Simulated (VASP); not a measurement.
# W4N (P1) in VASP: single point with PBE

Aim: the single point of W4N with PBE.

Program: VASP 6.6.1. These are calculated values, not measurements. Logs are shortened: lines on timing, memory, paths and dates and some standing lists are left out, and cuts for length are marked.

## Step 1: The cell of the first run

The typed cell holds 10 atoms: a = 4.189 Å, b = 4.957 Å, c = 7.726 Å, α = 87.40°, β = 74.24°, γ = 65.02°.

## Step 2: Single point, PBE

INCAR

```
  PREC = Accurate
  ENCUT = 520
  EDIFF = 1E-6
  ISMEAR = 0
  SIGMA = 0.1
  LREAL = F
  LASPH = T
  NELM = 80
  ALGO = Normal
  ISIF = 2
  LWAVE = F
  LCHARG = T
  GGA = PE
  LELF = T
  LVHAR = T
  NBANDS = 72
```

KPOINTS

```
regular mesh
0
Gamma
  6 4 4
```

POSCAR

```
W4N
1.0
    4.1890570945      0.0019515982      0.0140106304
    2.0908361109      4.4939013102     -0.0326320164
    2.0733845788     -0.5249493550      7.4236942272
W N
8 2
Direct
    0.5999178794      0.3000524386      0.2999949141
    0.1000858072      0.7999682597      0.7999945652
    0.3499613350      0.0501008574      0.0500040268
    0.8500727733      0.5499107582      0.5499902687
    0.9804536391      0.6570855677      0.1812355255
    0.4803093040      0.1569427701      0.6811508186
    0.7195169994      0.4429616860      0.9187734775
    0.2196484343      0.9430266002      0.4188589134
    0.3500291260      0.5499487550      0.5499964430
    0.8500047020      0.0500023071      0.0500010471
```

Potentials or basis: VASP PAW PBE potentials, release 64 (W_sv, N).

The run is started by

```
$ cat potpaw_PBE.64/W_sv/POTCAR potpaw_PBE.64/N/POTCAR > POTCAR
$ mpirun -np 1 vasp_std > vasp.out
```

OUTCAR:

```text
PREC = Accurate
   ENCUT = 520
   EDIFF = 1E-6
   ISMEAR = 0
   LREAL = F
   LASPH = T
   NELM = 80
   ISIF = 2
   GGA = PE

 ion  position               nearest neighbor table
   1  0.600  0.300  0.300-   9 2.09  10 2.09   8 2.82   5 2.82   5 2.82   8 2.83   5 2.95   8 2.95
                             6 2.96   7 2.96   4 2.96   3 2.96   3 2.96   4 2.96
   2  0.100  0.800  0.800-   9 2.09  10 2.09   6 2.82   7 2.82   7 2.82   6 2.83   7 2.95   6 2.95
                             8 2.96   5 2.96   4 2.96   3 2.96   3 2.96   4 2.96
   3  0.350  0.050  0.050-  10 2.09  10 2.09   6 2.82   8 2.82   5 2.82   7 2.82   7 2.95   5 2.95
                             7 2.95   5 2.96   1 2.96   1 2.96   2 2.96   2 2.96
   4  0.850  0.550  0.550-   9 2.09   9 2.09   7 2.82   5 2.82   8 2.82   6 2.82   6 2.95   8 2.95
                             6 2.96   8 2.96   1 2.96   2 2.96   1 2.96   2 2.96
   5  0.980  0.657  0.181-  10 2.08   1 2.82   4 2.82   3 2.82   1 2.82   1 2.95   3 2.95   3 2.96
                             2 2.96   8 2.96   7 2.97   8 2.97   7 2.97
   6  0.480  0.157  0.681-   9 2.08   2 2.82   3 2.82   4 2.82   2 2.83   2 2.95   4 2.95   1 2.96
                             4 2.96   7 2.96   8 2.97   7 2.97   8 2.97
   7  0.720  0.443  0.919-  10 2.08   2 2.82   4 2.82   3 2.82   2 2.82   2 2.95   3 2.95   3 2.95
                             1 2.96   6 2.96   5 2.97   6 2.97   5 2.97
   8  0.220  0.943  0.419-   9 2.08   1 2.82   3 2.82   4 2.82   1 2.83   1 2.95   4 2.95   2 2.96
                             4 2.96   5 2.96   6 2.97   5 2.97   6 2.97
   9  0.350  0.550  0.550-   6 2.08   8 2.08   1 2.09   2 2.09   4 2.09   4 2.09
  10  0.850  0.050  0.050-   5 2.08   7 2.08   1 2.09   2 2.09   3 2.09   3 2.09

  Warning from LATTYP: Got some problem with cell dimensions!
  Tried to take original basis but could not verify dimensions!
  LATTYP: Found a triclinic cell.
 ALAT       =     4.9580559746
 B/A-ratio  =     0.9997048343
 C/A-ratio  =     2.3892109552
 COS(alpha) =     0.0000129661
 COS(beta)  =     0.5974646781
 COS(gamma) =     0.6429633330

  Lattice vectors:

 A1 = (   2.0982209836,  -4.4919497120,   0.0466426468)
 A2 = (  -2.0908361109,  -4.4939013102,   0.0326320164)
 A3 = (   8.4029505938,  -3.9630971606,  -7.3490303196)

Analysis of symmetry for initial positions (statically):
=====================================================================
 Subroutine PRICEL returns:
 Original cell was already a primitive cell.

 Routine SETGRP: Setting up the symmetry group for a
 triclinic supercell.

 Subroutine GETGRP returns: Found  1 space group operations
 (whereof  1 operations were pure point group operations)
 out of a pool of  2 trial point group operations.

The static configuration has the point symmetry C_1 .

Analysis of symmetry for dynamics (positions and initial velocities):
=====================================================================
 Subroutine PRICEL returns:
 Original cell was already a primitive cell.

 Routine SETGRP: Setting up the symmetry group for a
 triclinic supercell.

 Subroutine GETGRP returns: Found  1 space group operations
 (whereof  1 operations were pure point group operations)
 out of a pool of  2 trial point group operations.

The dynamic configuration has the point symmetry C_1 .

 Subroutine INISYM returns: Found  1 space group operations
 (whereof  1 operations are pure point group operations),
 and found     1 'primitive' translations

----------------------------------------------------------------------------------------

                                     Primitive cell

  volume of cell :     139.5045

  direct lattice vectors                    reciprocal lattice vectors
     4.189057094  0.001951598  0.014010630     0.239018967 -0.111748279 -0.074658305
     2.090836111  4.493901310 -0.032632016    -0.000156575  0.222711323  0.015792246
     2.073384579 -0.524949355  7.423694227    -0.000451785  0.001189864  0.134914143

  length of vectors
     4.189080979  4.956592527  7.725654109     0.274210880  0.223270582  0.134920146

  position of ions in fractional coordinates (direct lattice)
     0.599917879  0.300052439  0.299994914
     0.100085807  0.799968260  0.799994565
     0.349961335  0.050100857  0.050004027
     0.850072773  0.549910758  0.549990269
     0.980453639  0.657085568  0.181235526
     0.480309304  0.156942770  0.681150819
     0.719516999  0.442961686  0.918773477
     0.219648434  0.943026600  0.418858913
     0.350029126  0.549948755  0.549996443
     0.850004702  0.050002307  0.050001047

  ion indices of the primitive-cell ions
   primitive index   ion index
                 1           1
                 2           2
                 3           3
                 4           4
                 5           5
                 6           6
                 7           7
                 8           8
                 9           9
                10          10

----------------------------------------------------------------------------------------

 KPOINTS: regular mesh

Automatic generation of k-mesh.
 Grid dimensions read from file:
 generate k-points for:    6    4    4

 Generating k-lattice:

  Cartesian coordinates                     Fractional coordinates (reciprocal lattice)
     0.039836494 -0.018624713 -0.012443051     0.166666667 -0.000000000  0.000000000
    -0.000039144  0.055677831  0.003948062     0.000000000  0.250000000  0.000000000
    -0.000112946  0.000297466  0.033728536     0.000000000 -0.000000000  0.250000000

  Length of vectors
     0.045701813  0.055817646  0.033730037

  Shift w.r.t. Gamma in fractional coordinates (k-lattice)
     0.000000000  0.000000000  0.000000000

 Subroutine IBZKPT returns following result:
 ===========================================

 Found     52 irreducible k-points:

 Following reciprocal coordinates:
            Coordinates               Weight
  0.000000  0.000000  0.000000      1.000000
  0.166667 -0.000000  0.000000      2.000000
  0.333333  0.000000  0.000000      2.000000
  0.500000 -0.000000  0.000000      1.000000
  0.000000  0.250000 -0.000000      2.000000
  0.166667  0.250000  0.000000      2.000000
[... 16 lines left out ...]
  0.333333  0.250000  0.250000      2.000000
  0.500000  0.250000  0.250000      2.000000
 [... further k-points ...]
   k-points           NKPTS =     52   k-points in BZ     NKDIM =     52   number of bands    NBANDS=     72
   number of dos      NEDOS =    301   number of ions     NIONS =     10
   total plane-waves  NPLWV =  76800
   dimension x,y,z NGX =    32 NGY =   40 NGZ =   60
   dimension x,y,z NGXF=    64 NGYF=   80 NGZF=  120
   ions per type =               8   2
   NGX,Y,Z   is equivalent  to a cutoff of  12.70, 13.42, 12.91 a.u.
   NGXF,Y,Z  is equivalent  to a cutoff of  25.40, 26.83, 25.82 a.u.
 SYSTEM =  unknown system
   PREC   = accura    normal or accurate (medium, high low for compatibility)
   ISTART =      0    job   : 0-new  1-cont  2-samecut
   ICHARG =      2    charge: 1-file 2-atom 10-const
   ISPIN  =      1    spin polarized calculation?
   LNONCOLLINEAR =      F non collinear calculations
   LSORBIT =      F    spin-orbit coupling
   LASPH  =      T    aspherical Exc in radial PAW
   ENCUT  =  520.0 eV  38.22 Ry    6.18 a.u.   7.79  9.22 14.36*2*pi/ulx,y,z
   NELM   =     80;   NELMIN=  2; NELMDL= -5     # of ELM steps
   EDIFF  = 0.1E-05   stopping-criterion for ELM
   LREAL  =      F    real-space projection
   EDIFFG = 0.1E-04   stopping-criterion for IOM
   NSW    =      0    number of steps for IOM
   IBRION =     -1    ionic relax: 0-MD 1-quasi-New 2-CG
   NFREE  =      0    steps in history (QN), initial steepest desc. (CG)
   ISIF   =      2    stress and relaxation
   ISYM   =      2    0-nonsym 1-usesym 2-fastsym
   POTIM  = 0.5000    time-step for ionic-motion
   TEBEG  =    0.0;   TEEND  =   0.0 temperature during run
   PSTRESS=    0.0 pullay stress
   NELECT =     122.0000    total number of electrons
   NUPDOWN=      -1.0000    fix difference up-down
   EMIN   =  10.00;   EMAX   =-10.00  energy-range for DOS
   EFERMI =   0.00;   METHOD = LEGACY
   ISMEAR =     0;   SIGMA  =   0.10  broadening in eV -4-tet -1-fermi 0-gaus
   EFERMI_NEDOS =   21; number of points for ismear=-14 and -15
   IALGO  =     38    algorithm
   IMIX   =      4    mixing-type and parameters
     AMIX     =   0.40;   BMIX     =  1.00
     AMIX_MAG =   1.60;   BMIX_MAG =  1.00
  volume/ion in A,a.u.               =      13.95        94.14
  Fermi-wavevector in a.u.,A,eV,Ry     =   1.565544  2.958450 33.346916  2.450929
  Thomas-Fermi vector in A             =   2.668005
   LORBIT       =      0    0 simple, 1 ext, 2 COOP (PROOUT), +10 PAW based schemes
   GGA     = PE    functional components
   LHFCALC =     F    Hartree Fock is set to
   AEXX    =    0.0000 exact exchange contribution
   IVDW    =     0    specifies the selected vdW correction
   LEPSILON=     F    determine dielectric tensor
   LRPA    =     F    only Hartree local field effects (RPA)
 non-spin polarized calculation
 Gauss-broadening in eV      SIGMA  =   0.10
  energy-cutoff  :      520.00
  volume of cell :      139.50
 maximum number of plane-waves:      3768
   NGX = 15   NGY = 19   NGZ = 29

 number of electron     122.0000005 magnetization

 Free energy of the ion-electron system (eV)
  ---------------------------------------------------
  ext. energy  EPLUGINS =         0.00000000
  ---------------------------------------------------
  free energy    TOTEN  =      -119.95920241 eV

  energy without entropy =     -119.92563830  energy(sigma->0) =     -119.94242036

 E-fermi :  11.1149     XC(G=0): -13.5613

 val. band max:       11.1117324170   @ k =   0.1667   0.5000   0.5000
 cond. band min:      11.1249734770   @ k =   0.1667   0.5000   0.2500
 fundamental gap:      0.0132410600
 Fermi energy:        11.1149030218

 k-point     1 :       0.0000    0.0000    0.0000
  band No.  band energies     occupation
      1     -63.0709      2.00000
      2     -63.0361      2.00000
      3     -63.0262      2.00000
      4     -63.0051      2.00000
      5     -62.8401      2.00000
      6     -62.8367      2.00000
[... 1789 lines left out ...]
     71      13.6246      0.00000
     72      13.9497      0.00000

 [... further k-points ...]

------------------------ aborting loop because EDIFF is reached ----------------------------------------

  FORCE on cell =-STRESS in cart. coord.  units (eV):
  Direction    XX          YY          ZZ          XY          YZ          ZX
  --------------------------------------------------------------------------------------
  -------------------------------------------------------------------------------------
  Total        0.7553189      0.9025031      0.8087729      0.0010980     -0.0881845     -0.0168966
  in kB        8.6746656     10.3650432      9.2885733      0.0126106     -1.0127787     -0.1940537
  external PRESSURE =       9.4427607 kB  Pullay stress =       0.0000000 kB

 VOLUME and BASIS-vectors are now :
 -----------------------------------------------------------------------------
  energy-cutoff  :      520.00
  volume of cell :      139.50
      direct lattice vectors                 reciprocal lattice vectors
     4.189057094  0.001951598  0.014010630     0.239018967 -0.111748279 -0.074658305
     2.090836111  4.493901310 -0.032632016    -0.000156575  0.222711323  0.015792246
     2.073384579 -0.524949355  7.423694227    -0.000451785  0.001189864  0.134914143

 POSITION                                       TOTAL-FORCE (eV/Angst)
 -----------------------------------------------------------------------------------
      3.76246      1.19209      2.22568         0.004620      0.000337     -0.002277
      3.75056      3.17522      5.91421        -0.004164     -0.001850      0.002909
      1.67444      0.19958      0.37448        -0.001247     -0.002259     -0.000313
      5.85112      2.18419      4.07692        -0.003290      0.001233      0.000846
      5.85681      2.85965      1.33773         0.011929     -0.060067      0.032894
      3.75247      0.34865      5.05826         0.022633     -0.057387      0.039791
      5.84523      1.50972      6.81632        -0.011427      0.060937     -0.033098
      3.76029      4.01842      3.08179        -0.020145      0.054935     -0.040325
      3.75650      2.18338      4.06996         0.000838      0.002913      0.000913
      3.76894      0.20012      0.38147         0.000253      0.001207     -0.001341
 -----------------------------------------------------------------------------------
    total drift:                               -0.000160     -0.000093     -0.000020

  FREE ENERGIE OF THE ION-ELECTRON SYSTEM (eV)
  ---------------------------------------------------
  free  energy   TOTEN  =      -119.9592024129 eV

  energy  without entropy=     -119.9256383014  energy(sigma->0) =     -119.94242036
```

Wall time 14 min (1 thread of Oxide Virtual Turin-like, shared host); peak memory 0.47 GiB.

Results:

| Property | Result |
| --- | --- |
| Free energy | -119.9592 eV |
| Pressure | 0.9 GPa |
| Largest force | 0.073 eV/Å |
| Band gap on the k mesh | zero (band 61 reaches 11.75 eV, above the bottom of band 62 at 10.66 eV) |

Forces on the atoms (eV/Å):
```
W    0.005  0.000 -0.002
W   -0.004 -0.002  0.003
W   -0.001 -0.002  0.000
W   -0.003  0.001  0.001
W    0.012 -0.060  0.033
W    0.023 -0.057  0.040
W   -0.011  0.061 -0.033
W   -0.020  0.055 -0.040
N    0.001  0.003  0.001
N    0.000  0.001 -0.001
```

Caveat: spin-orbit coupling is left out, which moves the levels of the heavy elements.
